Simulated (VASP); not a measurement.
The system is Cu.

```
Cu
1.0
     0.00000    1.80500    1.80500
     1.80500    0.00000    1.80500
     1.80500    1.80500    0.00000
Cu
1
Direct
  0.00000 0.00000 0.00000
```

- Program: VASP 6.6.1
- Task: relaxation of cell and atoms
- Functional: r2SCAN
- Potentials or basis: VASP PAW PBE potentials, release 64 (Cu)
- Cutoff: 600 eV
- k mesh: 38 × 38 × 38
- Occupations: gaussian, width 0.1 eV
- Spin: no spin polarisation

At the start: pressure -3.7 GPa; volume 11.76 Å³/atom.

Q: How do energy, volume and symmetry change on relaxing?

A: Over 4 steps the energy falls by 3.2 meV/atom and the volume is 11.48 Å³/atom (-2.4 %); space group Fm-3m (No. 225, to 0.1 Å) before and after.

The path:
| step | energy change (eV) | largest force (eV/Å) | pressure (GPa) | volume (Å³) |
| --- | --- | --- | --- | --- |
| 1 | 0.0000 | 0.0000 | -3.70 | 11.76 |
| 2 | -0.0018 | 0.0000 | 2.59 | 11.31 |
| 3 | -0.0032 | 0.0000 | -0.08 | 11.49 |
| 4 | -0.0032 | 0.0000 | 0.01 | 11.48 |

Final structure:
```yaml
crystal:
  lattice:
    - [0.00000, 1.79049, 1.79049]
    - [1.79049, 0.00000, 1.79049]
    - [1.79049, 1.79049, 0.00000]
  atoms:
    - { symbol: Cu, position: [0.00000, 0.00000, 0.00000] }
```

Caveat: the PAW data sets were made with another functional, which shifts forces and pressure a little.
